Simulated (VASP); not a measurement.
# TiSb2N3 (R-3m) in VASP: vibrations by perturbation theory with PBE

Aim: the vibrations by perturbation theory of TiSb2N3 with PBE.

All numbers are computed with VASP 6.6.1; they aren't measurements. Logs are shortened: lines on timing, memory, paths and dates and some standing lists are left out, and cuts for length are marked.

## Step 1: The cell of the first run

It takes space group R-3m (No. 166, trigonal). The conventional cell has a = 5.840 Å, b = 5.840 Å, c = 8.750 Å, α = 90.00°, β = 90.00°, γ = 120.00°. Ti (site symmetry -3m) has 6 N at 2.23 Å and 2 Sb at 2.76 Å within 2.9 Å. Within 2.8 Å of Sb (site symmetry 3m) lie 3 N at 2.13 Å and 1 Ti at 2.76 Å. Within 2.8 Å of N (site symmetry 2/m) lie 2 Sb at 2.13 Å and 2 Ti at 2.23 Å.

## Step 2: Vibrations by perturbation theory, PBE

File INCAR:

```
SYSTEM = TiSb2N3
PREC = Accurate ; ENCUT = 520
EDIFF = 1E-8 ; ISMEAR = 0
SIGMA = 0.1 ; LREAL = .FALSE.
LASPH = .TRUE. ; NELM = 80
ALGO = Normal ; ISIF = 2
LWAVE = .FALSE. ; LCHARG = .FALSE.
GGA = PE ; NBANDS = 28
IBRION = 8 ; NSW = 1
```

File KPOINTS:

```
Automatic mesh
0
G
  6 6 6
  0 0 0
```

File POSCAR:

```
TiSb2N3
1.0
    2.9198021759      1.6857485723      2.9166953595
   -2.9198021759      1.6857485723      2.9166953595
    0.0000000000     -3.3714971445      2.9166953595
Ti Sb N
1 2 3
Direct
    0.0000000000      0.0000000000      0.0000000000
    0.6847224669      0.6847224669      0.6847224669
    0.3152775331      0.3152775331      0.3152775331
    0.0000000000      0.0000000000      0.5000000000
    0.5000000000      0.0000000000      0.0000000000
    0.0000000000      0.5000000000      0.0000000000
```

Potentials or basis: VASP PAW PBE potentials, release 64 (Ti_sv, Sb, N).

Launch:

```sh
$ cat potpaw_PBE.64/Ti_sv/POTCAR potpaw_PBE.64/Sb/POTCAR potpaw_PBE.64/N/POTCAR > POTCAR
$ mpirun -np 1 vasp_std > vasp.out
```

OUTCAR:

```text
SYSTEM = TiSb2N3
   PREC = Accurate
   ENCUT = 520
   EDIFF = 1E-8
   ISMEAR = 0
   LREAL = .FALSE.
   LASPH = .TRUE.
   NELM = 80
   ISIF = 2
   GGA = PE
   IBRION = 8
   NSW = 1

 ion  position               nearest neighbor table
   1  0.000  0.000  0.000-   4 2.23   4 2.23   6 2.23   5 2.23   6 2.23   5 2.23   2 2.76   3 2.76

   2  0.685  0.685  0.685-   5 2.13   6 2.13   4 2.13   1 2.76   3 3.23   3 3.39   3 3.39   3 3.39

   3  0.315  0.315  0.315-   5 2.13   6 2.13   4 2.13   1 2.76   2 3.23   2 3.39   2 3.39   2 3.39

   4  0.000  0.000  0.500-   2 2.13   3 2.13   1 2.23   1 2.23
   5  0.500  0.000  0.000-   2 2.13   3 2.13   1 2.23   1 2.23
   6  0.000  0.500  0.000-   2 2.13   3 2.13   1 2.23   1 2.23

  LATTYP: Found a trigonal (rhomboedric) cell.
 ALAT       =     4.4580382250
 COS(alpha) =     0.1420750946

  Lattice vectors:

 A1 = (   2.9198021759,   1.6857485723,   2.9166953595)
 A2 = (  -2.9198021759,   1.6857485723,   2.9166953595)
 A3 = (   0.0000000000,  -3.3714971445,   2.9166953595)

Analysis of symmetry for initial positions (statically):
=====================================================================
 Subroutine PRICEL returns:
 Original cell was already a primitive cell.

 Routine SETGRP: Setting up the symmetry group for a
 trigonal (rhombohedral) supercell.

 Subroutine GETGRP returns: Found 12 space group operations
 (whereof 12 operations were pure point group operations)
 out of a pool of 12 trial point group operations.

The static configuration has the point symmetry D_3d.

Analysis of symmetry for dynamics (positions and initial velocities):
=====================================================================
 Subroutine PRICEL returns:
 Original cell was already a primitive cell.

 Routine SETGRP: Setting up the symmetry group for a
 trigonal (rhombohedral) supercell.

 Subroutine GETGRP returns: Found 12 space group operations
 (whereof 12 operations were pure point group operations)
 out of a pool of 12 trial point group operations.

The dynamic configuration has the point symmetry D_3d.

 Subroutine INISYM returns: Found 12 space group operations
 (whereof 12 operations are pure point group operations),
 and found     1 'primitive' translations

----------------------------------------------------------------------------------------

                                     Primitive cell

  volume of cell :      86.1368

  direct lattice vectors                    reciprocal lattice vectors
     2.919802176  1.685748572  2.916695359     0.171244478  0.098868046  0.114284590
    -2.919802176  1.685748572  2.916695359    -0.171244478  0.098868046  0.114284590
     0.000000000 -3.371497145  2.916695359     0.000000000 -0.197736091  0.114284590

  length of vectors
     4.458038225  4.458038225  4.458038225     0.228386797  0.228386797  0.228386797

  position of ions in fractional coordinates (direct lattice)
     0.000000000  0.000000000  0.000000000
[... 151 lines left out ...]
      6      -5.3578      2.00000
[... 733 lines left out ...]
     27      13.2807      0.00000
     28      14.5784      0.00000

 [... further k-points ...]

------------------------ aborting loop because EDIFF is reached ----------------------------------------

  FORCE on cell =-STRESS in cart. coord.  units (eV):
  Direction    XX          YY          ZZ          XY          YZ          ZX
  --------------------------------------------------------------------------------------
  -------------------------------------------------------------------------------------
  Total        0.0245254      0.0245254      0.0485030     -0.0000000      0.0000000      0.0000000
  in kB        0.4561823      0.4561823      0.9021750     -0.0000000      0.0000000      0.0000000
  external PRESSURE =       0.6048465 kB  Pullay stress =       0.0000000 kB

 VOLUME and BASIS-vectors are now :
 -----------------------------------------------------------------------------
  energy-cutoff  :      520.00
  volume of cell :       86.14
      direct lattice vectors                 reciprocal lattice vectors
     2.919802176  1.685748572  2.916695359     0.171244478  0.098868046  0.114284590
    -2.919802176  1.685748572  2.916695359    -0.171244478  0.098868046  0.114284590
     0.000000000 -3.371497145  2.916695359     0.000000000 -0.197736091  0.114284590

 POSITION                                       TOTAL-FORCE (eV/Angst)
 -----------------------------------------------------------------------------------
      0.00000      0.00000      0.00000         0.000000      0.000000      0.000000
      0.00000      0.00000      5.99138         0.000000     -0.000000     -0.057188
      0.00000      0.00000      2.75871         0.000000      0.000000      0.057188
      0.00000     -1.68575      1.45835         0.000000     -0.000000      0.000000
      1.45990      0.84287      1.45835         0.000000     -0.000000      0.000000
     -1.45990      0.84287      1.45835        -0.000000      0.000000      0.000000
 -----------------------------------------------------------------------------------
    total drift:                               -0.000000      0.000000     -0.000000

  FREE ENERGIE OF THE ION-ELECTRON SYSTEM (eV)
  ---------------------------------------------------
  free  energy   TOTEN  =       -40.1037297305 eV

  energy  without entropy=      -40.0934491493  energy(sigma->0) =      -40.09858944

[... ionic steps 2 to 12 ...]

--------------------------------------- Ionic step       13  -------------------------------------------

------------------------ aborting loop because EDIFF is reached ----------------------------------------

--------------------------------------- Ionic step       14  -------------------------------------------

------------------------ aborting loop because EDIFF is reached ----------------------------------------

--------------------------------------- Ionic step       15  -------------------------------------------

 Free energy of the ion-electron system (eV)
  ---------------------------------------------------
  ---------------------------------------------------
  free energy    TOTEN  =        -0.23809680 eV

  energy without entropy =       -0.23809681

------------------------ aborting loop because EDIFF is reached ----------------------------------------

 INTERNAL STRAIN TENSOR  FOR ION    4  DIRECTION 3   (eV/Angst):
 -----------------------------------------------------------------------------
     0.10156  0.00000  0.00000
     0.00000  0.01801 -0.01317
     0.00000 -0.01312 -0.10545

 INTERNAL STRAIN TENSOR FOR ION    6 for displacements in x,y,z  (eV/Angst):
          X           Y           Z          XY          YZ          ZX
  --------------------------------------------------------------------------------
  x     0.00000     0.00000     0.00000     0.00000     0.00000     0.00000
  y     0.00000     0.00000     0.00000     0.00000     0.00000     0.00000
  z     0.00000     0.00000     0.00000     0.00000     0.00000     0.00000

 SECOND DERIVATIVES (NOT SYMMETRIZED)
 ------------------------------------
               1X          1Y          1Z          2X          2Y          2Z          3X          3Y          3Z          4X          4Y          4Z          5X          5Y          5Z          6X          6Y          6Z
  1X    -3.233388    0.000000    0.000000    0.511276    0.000000    0.000000    0.511276    0.000000    0.000000    1.499924    0.000000    0.000000    0.355455   -0.660759   -1.271157    0.355455    0.660759    1.271157
  1Y    -0.000000   -3.233388   -0.000000    0.000000    0.511276    0.000000    0.000000    0.511276    0.000000    0.000000   -0.026034    1.467805   -0.660759    1.118435   -0.733903    0.660759    1.118435   -0.733903
  1Z     0.000000   -0.000000   -8.862894    0.000000    0.000000    5.121627    0.000000    0.000000    5.121627    0.000000    1.654603   -0.460120   -1.432928   -0.827301   -0.460120    1.432928   -0.827301   -0.460120
  2X     0.506444    0.000000    0.000000   -7.153321    0.000000    0.000000    2.429878   -0.000000   -0.000000   -0.369476    0.000000   -0.000000    2.293238    1.537318   -2.122257    2.293238   -1.537318    2.122257
  2Y     0.000000    0.506444    0.000000    0.000000   -7.153321   -0.000000    0.000000    2.429878    0.000000   -0.000000    3.180809    2.450572    1.537318    0.518095   -1.225286   -1.537318    0.518095   -1.225286
  2Z     0.000000    0.000000    5.125474    0.000000   -0.000000  -15.689182    0.000000    0.000000    1.908878    0.000000    3.312845    2.884943   -2.869008   -1.656423    2.884943    2.869008   -1.656423    2.884943
  3X     0.506444    0.000000    0.000000    2.429878   -0.000000   -0.000000   -7.153321    0.000000    0.000000   -0.369476    0.000000   -0.000000    2.293238    1.537318   -2.122257    2.293238   -1.537318    2.122257
  3Y     0.000000    0.506444    0.000000    0.000000    2.429878    0.000000    0.000000   -7.153321   -0.000000   -0.000000    3.180809    2.450572    1.537318    0.518095   -1.225286   -1.537318    0.518095   -1.225286
  3Z     0.000000    0.000000    5.125474    0.000000    0.000000    1.908878    0.000000   -0.000000  -15.689182    0.000000    3.312845    2.884943   -2.869008   -1.656423    2.884943    2.869008   -1.656423    2.884943
  4X     1.493007   -0.000000    0.000000   -0.369242    0.000000    0.000000   -0.369242    0.000000    0.000000   -3.081307    0.000000    0.000000    1.163392    1.576796   -0.011802    1.163392   -1.576796    0.011802
  4Y     0.000000   -0.045090    1.653672    0.000000    3.180180    3.307822    0.000000    3.180180    3.307822    0.000000  -12.600211   -7.024656    1.852948    3.142470   -0.622331   -1.852948    3.142470   -0.622331
  4Z     0.000000    1.477231   -0.466704    0.000000    2.452339    2.886242    0.000000    2.452339    2.886242    0.000000   -7.024785   -5.196216    0.532977    0.321438   -0.054782   -0.532977    0.321438   -0.054782
  5X     0.339434   -0.666016   -1.432122    2.292825    1.536945   -2.864658    2.292825    1.536945   -2.864658    1.162578    1.852478    0.533053  -10.220485   -4.121806    6.083531    4.132824   -0.138546    0.544855
  5Y    -0.666016    1.108483   -0.826836    1.536945    0.518113   -1.653911    1.536945    0.518113   -1.653911    1.576326    3.143285    0.321386   -4.121806   -5.461033    3.512328    0.137606    0.173039    0.300945
  5Z    -1.279319   -0.738615   -0.466704   -2.123788   -1.226170    2.886242   -2.123788   -1.226170    2.886242   -0.011885   -0.622290   -0.054782    6.083642    3.512392   -5.196216   -0.544862    0.300853   -0.054782
  6X     0.339434    0.666016    1.432122    2.292825   -1.536945    2.864658    2.292825   -1.536945    2.864658    1.162578   -1.852478   -0.533053    4.132824    0.138546   -0.544855  -10.220485    4.121806   -6.083531
  6Y     0.666016    1.108483   -0.826836   -1.536945    0.518113   -1.653911   -1.536945    0.518113   -1.653911   -1.576326    3.143285    0.321386   -0.137606    0.173039    0.300945    4.121806   -5.461033    3.512328
  6Z     1.279319   -0.738615   -0.466704    2.123788   -1.226170    2.886242    2.123788   -1.226170    2.886242    0.011885   -0.622290   -0.054782    0.544862    0.300853   -0.054782   -6.083642    3.512392   -5.196216

 Eigenvectors and eigenvalues of the dynamical matrix
 ----------------------------------------------------

   1 f  =   20.237204 THz   127.154103 2PiTHz  675.040467 cm-1    83.694313 meV
             X         Y         Z           dx          dy          dz
      0.000000  0.000000  0.000000    -0.000000    0.000000    0.047359
      0.000000  0.000000  5.991381     0.000000    0.000000    0.110033
      0.000000  0.000000  2.758706     0.000000    0.000000    0.110033
      0.000000 -1.685749  1.458348     0.000000   -0.514111   -0.245366
      1.459901  0.842874  1.458348     0.445233    0.257055   -0.245366
     -1.459901  0.842874  1.458348    -0.445233    0.257055   -0.245366
[... 145 lines left out ...]
  18 f/i=    2.668021 THz    16.763668 2PiTHz   88.995587 cm-1    11.034042 meV
             X         Y         Z           dx          dy          dz
      0.000000  0.000000  0.000000     0.000006   -0.287703    0.000000
      0.000000  0.000000  5.991381     0.000002   -0.083945    0.000000
      0.000000  0.000000  2.758706     0.000002   -0.083945    0.000000
      0.000000 -1.685749  1.458348    -0.000005    0.443188   -0.576764
      1.459901  0.842874  1.458348     0.074892    0.313457    0.288372
     -1.459901  0.842874  1.458348    -0.074907    0.313460    0.288392

--------------------------------------------------------------------------------------------------------

 ELASTIC MODULI CONTR FROM IONIC RELAXATION (kBar)
 Direction    XX          YY          ZZ          XY          YZ          ZX
 --------------------------------------------------------------------------------
 XX        -293.5738   -173.4985   -482.1874      0.0000     81.9067     -0.0000
 YY        -173.4985   -293.5738   -482.1874      0.0000    -81.9067     -0.0000
 ZZ        -482.1874   -482.1874   -995.5833      0.0000     -0.0000     -0.0000
 XY           0.0000      0.0000      0.0000    -60.0377     -0.0000     76.7084
 YZ          81.9067    -81.9067     -0.0000     -0.0000   -111.7417      0.0000
 ZX          -0.0000     -0.0000     -0.0000     76.7084      0.0000    -98.0081
 --------------------------------------------------------------------------------
```

Run time: 65 min. Hardware: 1 thread of Intel Xeon 8259CL, shared host; peak memory 0.68 GiB.

Results:

- Highest phonon frequency at Γ: 675 cm⁻¹
- Most unstable mode: 89i cm⁻¹

Phonon frequencies in cm⁻¹ (negative: imaginary):
| q point | frequencies |
| --- | --- |
| (0.000, 0.000, 0.000) | -89 -89 0 1 1 114 114 123 146 146 171 198 285 300 300 540 540 675 |

Caveat: some modes are imaginary; spin-orbit coupling is left out, which moves the levels of the heavy elements.
